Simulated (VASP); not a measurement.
A run of VASP 6.6.1 is set up as follows.

Contents of INCAR:

```
PREC     = Accurate       # precision mode
ENCUT    = 520            # plane-wave cutoff, eV
EDIFF    = 1E-6           # SCF threshold, eV
ISMEAR   = 0              # smearing method
SIGMA    = 0.2            # smearing width, eV
LREAL    = F              # projectors in reciprocal space
LASPH    = T              # aspherical terms in the spheres
NELM     = 100            # most SCF steps
ALGO     = Normal         # electronic algorithm
ISIF     = 2              # what is computed and relaxed
LWAVE    = F              # write WAVECAR
LCHARG   = F              # write CHGCAR
GGA      = PE             # functional
NBANDS   = 28             # bands
```

The input KPOINTS:

```
Automatic mesh
0
Gamma
  5 5 5
```

Contents of POSCAR:

```
Sb5S2
1.0
    2.0796566298      1.2006903151     12.9672131222
   -2.0796566298      1.2006903151     12.9672131222
    0.0000000000     -2.4013806301     12.9672131222
Sb S
5 2
Direct
    0.0000000000      0.0000000000      0.0000000000
    0.4262588370      0.4262588370      0.4262588370
    0.5737411630      0.5737411630      0.5737411630
    0.1345799765      0.1345799765      0.1345799765
    0.8654200235      0.8654200235      0.8654200235
    0.7046342307      0.7046342307      0.7046342307
    0.2953657693      0.2953657693      0.2953657693
```

Potentials or basis: VASP PAW PBE potentials, release 64 (Sb, S).

Command:

```sh
$ cat potpaw_PBE.64/Sb/POTCAR potpaw_PBE.64/S/POTCAR > POTCAR
$ mpirun -np 1 vasp_std > vasp.out
```

(1) What does it give for the pressure?

(2) What does it give for the largest force?

## Answers

(1) 0.0 GPa.

(2) 0.090 eV/Å.
